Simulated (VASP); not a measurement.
Input of a VASP 6.6.1 run:

File POSCAR:

```
Fe
1.0
   -1.4336673095      1.4336673095      1.4336673095
    1.4336673095     -1.4336673095      1.4336673095
    1.4336673095      1.4336673095     -1.4336673095
Fe
1
Direct
    0.0000000000      0.0000000000      0.0000000000
```

Contents of INCAR.step1:

```
SYSTEM = Fe
  PREC = Accurate
  ENCUT = 520
  ISMEAR = 0
  SIGMA = 0.05
  LREAL = .FALSE.
  LASPH = .TRUE.
  NELM = 150
  ISPIN = 2
  MAGMOM = 3.11
  LMAXMIX = 4
  NBANDS = 14
  GGA = PE
  ALGO = Normal
  EDIFF = 1E-4
  LWAVE = .TRUE.
  LCHARG = .FALSE.
```

Contents of INCAR.step2:

```
SYSTEM = Fe
  PREC = Accurate
  ENCUT = 520
  EDIFF = 1E-6
  ISMEAR = 0
  SIGMA = 0.05
  LREAL = .FALSE.
  LASPH = .TRUE.
  NELM = 150
  ALGO = Normal
  ISIF = 2
  LWAVE = .FALSE.
  LCHARG = .FALSE.
  ISPIN = 2
  MAGMOM = 3.11
  LORBIT = 11
  LMAXMIX = 4
  METAGGA = R2SCAN
  LMIXTAU = .TRUE.
  NBANDS = 14
  ISTART = 1
```

Contents of KPOINTS:

```
regular mesh
0
G
  22 22 22
  0 0 0
```

Potentials or basis: VASP PAW PBE potentials, release 64 (Fe).

Command:

```console
$ cat potpaw_PBE.64/Fe/POTCAR > POTCAR
$ cp INCAR.step1 INCAR
$ mpirun -np 1 vasp_std > vasp.out
$ cp INCAR.step2 INCAR
$ mpirun -np 1 vasp_std > vasp.out
```

**Question.** Estimate the net moment.

**Answer.** 2.66 μB per cell.

**Question.** What does it give for the site moments?

**Answer.** Fe +2.73 μB.

**Question.** What does it give for the pressure?

**Answer.** -0.5 GPa.

Caveat: the PAW data sets were made with another functional, which shifts forces and pressure a little.
